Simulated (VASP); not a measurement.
Write the native input for VASP 6.6.1 that does the following.

```
Task                   : single point
Functional             : PBE
Potentials or basis    : VASP PAW PBE potentials, release 64 (Ga_d, B, As)
Cutoff                 : 520 eV
k mesh                 : 6 × 6 × 2
Occupations            : gaussian, width 0.1 eV
Spin                   : no spin polarisation
Dipole correction      : no
Further INCAR settings : ALGO = Normal; EDIFF = 1e-06; NBANDS = 26
```

The structure of GaB2As3 lies in POSCAR:

```
GaB2As3
1.0
    3.6785807600      0.0000000000      0.0000000000
   -1.8392903800      3.1857443900      0.0000000000
    0.0000000000      0.0000000000      9.0106458500
Ga B As
1 2 3
Direct
    0.3333333300      0.6666666700      0.6666666700
    0.0000000000      0.0000000000      0.0000000000
    0.6666666700      0.3333333300      0.3333333300
    0.0000000000      0.0000000000      0.7500000000
    0.3333333300      0.6666666700      0.4166666700
    0.6666666700      0.3333333300      0.0833333300
```

These files were run (other wordings do the same):

INCAR

```
ALGO     = Normal         # electronic algorithm
EDIFF    = 1E-6           # SCF threshold, eV
ENCUT    = 520            # plane-wave cutoff, eV
GGA      = PE             # functional
ISIF     = 2              # what is computed and relaxed
ISMEAR   = 0              # smearing method
LASPH    = True           # aspherical terms in the spheres
LCHARG   = False          # write CHGCAR
LREAL    = False          # projectors in reciprocal space
LWAVE    = False          # write WAVECAR
NBANDS   = 26             # bands
NELM     = 60             # most SCF steps
PREC     = Accurate       # precision mode
SIGMA    = 0.1            # smearing width, eV
```

KPOINTS

```
k-points
0
Gamma
  6 6 2
```

Potentials or basis: VASP PAW PBE potentials, release 64 (Ga_d, B, As).

The run is started by

```sh
$ cat potpaw_PBE.64/Ga_d/POTCAR potpaw_PBE.64/B/POTCAR potpaw_PBE.64/As/POTCAR > POTCAR
$ mpirun -np 1 vasp_std > vasp.out
```

Results of the run:

```
Pressure               : -0.2 GPa
Largest force          : 3.556 eV/Å
Band gap on the k mesh : 1.22 eV (least direct gap 1.23 eV)
```

Caveat: forces of over 1 eV/Å act on the atoms, so gaps and moduli don't describe the material at rest.

Wall time 63 s on 1 thread of AMD EPYC 7R43 64-Core Processor (Zen 3) (shared host), peak memory 0.2 GiB.
